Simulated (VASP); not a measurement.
Here is a VASP 6.6.1 calculation.

File INCAR:

```
SYSTEM = SrCuB5
  ALGO = Normal
  EDIFF = 1E-7
  ENCUT = 520
  GGA = PE
  ISIF = 2
  ISMEAR = 0
  LASPH = .True.
  LCHARG = .False.
  LREAL = .False.
  LWAVE = .False.
  NBANDS = 27
  NELM = 100
  PREC = Accurate
  SIGMA = 0.1
```

KPOINTS

```
k-points
0
Gamma
  6 6 4
  0 0 0
```

POSCAR

```
SrCuB5
1.0
    4.5396273868     -0.0000000032      0.0000000000
   -2.2698136907      3.9314326422      0.0000000000
    0.0000000000      0.0000000000      5.7235119165
Sr Cu B
1 1 5
Direct
    0.6666666667      0.3333333333      0.6960492865
    0.0000000000      0.0000000000      0.1609541332
    0.4600570043      0.9200402583      0.2306917071
    0.0799597417      0.5400167460      0.2306917071
    0.4599832540      0.5399429957      0.2306917071
    0.3333333333      0.6666666667      0.4802618335
    0.6666666667      0.3333333333      0.1975733054
```

Potentials or basis: VASP PAW PBE potentials, release 64 (Sr_sv, Cu, B).

Run with:

```bash
$ cat potpaw_PBE.64/Sr_sv/POTCAR potpaw_PBE.64/Cu/POTCAR potpaw_PBE.64/B/POTCAR > POTCAR
$ mpirun -np 1 vasp_std > vasp.out
```

Task: Estimate the pressure.

Result: 0.1 GPa.

Task: Predict the band gap on the k mesh.

Result: Zero (bands 18 and 19 overlap by 1.17 eV).

Stress tensor (GPa, compression positive):
```
0.10 0.00 0.00
0.00 0.10 0.00
0.00 0.00 0.18
```
